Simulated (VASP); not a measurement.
SrTiO3, 10 atoms in the cell. The typed cell holds 10 atoms: a = 5.505 Å, b = 3.958 Å, c = 5.419 Å, α = 90.60°, β = 89.15°, γ = 90.73°. 

```yaml
Program: VASP 6.6.1
Task: single point
Functional: r2SCAN
Potentials_or_basis: VASP PAW PBE potentials, release 64 (Sr_sv, Ti_sv, O)
Cutoff: 520 eV
k_mesh: 3 × 5 × 4
Occupations: tetrahedron
Spin: no spin polarisation
Dipole_correction: no
Further_INCAR_settings: ALGO = Normal; EDIFF = 1e-07; NBANDS = 51
```

Potentials or basis: VASP PAW PBE potentials, release 64 (Sr_sv, Ti_sv, O).

The run is started by

```sh
$ cat potpaw_PBE.64/Sr_sv/POTCAR potpaw_PBE.64/Ti_sv/POTCAR potpaw_PBE.64/O/POTCAR > POTCAR
$ cp INCAR.step1 INCAR
$ mpirun -np 1 vasp_std > vasp.out
$ cp INCAR.step2 INCAR
$ mpirun -np 1 vasp_std > vasp.out
```

Hardware: 1 thread of Intel(R) Xeon(R) 6975P-C (Granite Rapids) (shared host).

Estimate the wall time of this run.

Wall time 5.6 min on 1 thread of Intel(R) Xeon(R) 6975P-C (Granite Rapids) (shared host), peak memory 0.33 GiB. Counts: k points 31.
